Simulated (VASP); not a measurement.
**CsPbI2Br: single point with PBEsol**

The system is CsPbI2Br.

```xyz
5
Lattice="6.0565 0.0000 0.0000 0.0000 6.0565 0.0000 0.0000 0.0000 5.8132" Properties=species:S:1:pos:R:3 pbc="T T T"
Cs    3.0283    3.0283    2.9066
Pb    0.0000    0.0000    0.0000
I     0.0000    3.0283    0.0000
I     3.0283    0.0000    0.0000
Br    0.0000    0.0000    2.9066
```

This cell differs from its parent crystal: strain -0.050 along x and y, -0.025 along z.

```
Program                : VASP 6.6.1
Task                   : single point
Functional             : PBEsol
Potentials or basis    : VASP PAW PBE potentials, release 64 (Cs_sv, Pb_d, I, Br)
Cutoff                 : 520 eV
k mesh                 : 4 × 4 × 6
Occupations            : gaussian, width 0.05 eV
Spin                   : no spin polarisation
Dipole correction      : no
Further INCAR settings : ALGO = Normal; EDIFF = 1e-06; NBANDS = 30
```

```
Pressure               : 1.8 GPa
Band gap on the k mesh : 0.91 eV, direct
```

Stress tensor (GPa, compression positive):
```
2.29 0.00 0.00
0.00 2.29 0.00
0.00 0.00 0.77
```

Levels at points of the mesh, in eV from the valence-band top:
| k point | band 20 | band 21 | band 22 | band 23 | band 24 | band 25 |
| --- | --- | --- | --- | --- | --- | --- |
| (0.00, 0.00, 0.00) | -2.07 | -2.00 | -2.00 | 2.46 | 3.13 | 3.56 |
| (0.50, 0.00, 0.00) | -2.32 | -2.17 | -1.28 | 1.84 | 3.98 | 4.34 |
| (0.50, 0.50, 0.00) | -2.05 | -1.49 | -0.61 | 1.44 | 1.44 | 4.26 |
| (0.00, 0.00, 0.50) | -2.13 | -2.13 | -1.71 | 2.13 | 4.23 | 4.33 |
| (0.50, 0.00, 0.50) | -2.36 | -1.72 | -0.74 | 1.49 | 1.60 | 4.59 |
| (0.50, 0.50, 0.50) | -1.68 | -1.46 | 0.00 | 0.91 | 0.96 | 0.96 |

Wall time 110 s on 1 thread of Intel(R) Xeon(R) Platinum 8124M CPU @ 3.00GHz (Skylake/Cascade Lake), on a shared host, peak memory 0.43 GiB.

Caveat: the cell differs from its parent crystal (strain -0.050 along x and y, -0.025 along z); the PAW data sets were made with another functional, which shifts forces and pressure a little; spin-orbit coupling is left out, which moves the levels of the heavy elements. A k mesh can miss the band edges.
